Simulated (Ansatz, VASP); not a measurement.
## BN: VASP beside Ansatz

File INCAR:

```
SYSTEM = BN
  ALGO = Normal
  EDIFF = 1E-6
  ENCUT = 600
  GGA = PE
  GGA_COMPAT = .FALSE.
  ISIF = 2
  ISMEAR = 0
  IVDW = 12
  LASPH = .TRUE.
  LCHARG = .FALSE.
  LREAL = .FALSE.
  LWAVE = .FALSE.
  NBANDS = 11
  NELM = 120
  PREC = Accurate
  SIGMA = 0.05
```

File KPOINTS:

```
k-points
0
G
  12 12 12
  0 0 0
```

File POSCAR:

```
BN
1.0
    0.0000000000      3.4953158300      2.1660912400
    1.2516321000      0.0000000000      2.1660912400
    1.2516321000      3.4953158300      0.0000000000
B N
1 1
Direct
    0.0000486500      0.0000486500      0.9999513500
    0.6542163450      0.7829600758      0.2170399242
```

Input for Ansatz:

```yaml
crystal:
  lattice:
    - [0.0, 3.49531583, 2.16609124]
    - [1.2516321, 0.0, 2.16609124]
    - [1.2516321, 3.49531583, 0.0]
  atoms:
    - { symbol: B, position: [4.865e-05, 4.865e-05, 0.99995135] }
    - { symbol: "N", position: [0.654216345, 0.7829600758, 0.2170399242] }
basis:
  ecutwfc: 420
kpoints:
  mp_grid: { grid: [12, 12, 12] }
hamiltonian:
  xc: pbe
  dispersion: d3bj
scf:
  occupations: { method: gaussian, width: 0.05 }
output:
  forces: true
  stress: true
  eigenvalues: true
```

Alike in both runs: task single point; functional PBE; dispersion D3(BJ); k mesh 12 × 12 × 12; occupations gaussian, width 0.05 eV; no spin polarisation.

```csv
,VASP,Ansatz
version,VASP 6.6.1,Ansatz 0.2.0
potentials or method,"VASP PAW PBE potentials, release 64 (B, N), cutoff 600 eV","scalar-relativistic, plane waves, PAW"
valence electrons in the cell,8,8
```

|  | VASP | Ansatz | Ansatz less VASP |
| --- | --- | --- | --- |
| gap on the k mesh at the Fermi level (eV) | 0.27 | 0.27 | -0.002 |
| least direct gap on the mesh (eV) | 0.74 | 0.74 | -0.002 |
| pressure (GPa) | 5.8 | 5.9 | +0.17 |
| traceless stress, the component that is largest in VASP (GPa) | 31.79 | 31.80 | +0.007 |
| rms of the force components (eV/Å) | 5.523 | 5.520 | -0.0029 |

Atom by atom the forces differ by 0.005 eV/Å (rms over components).
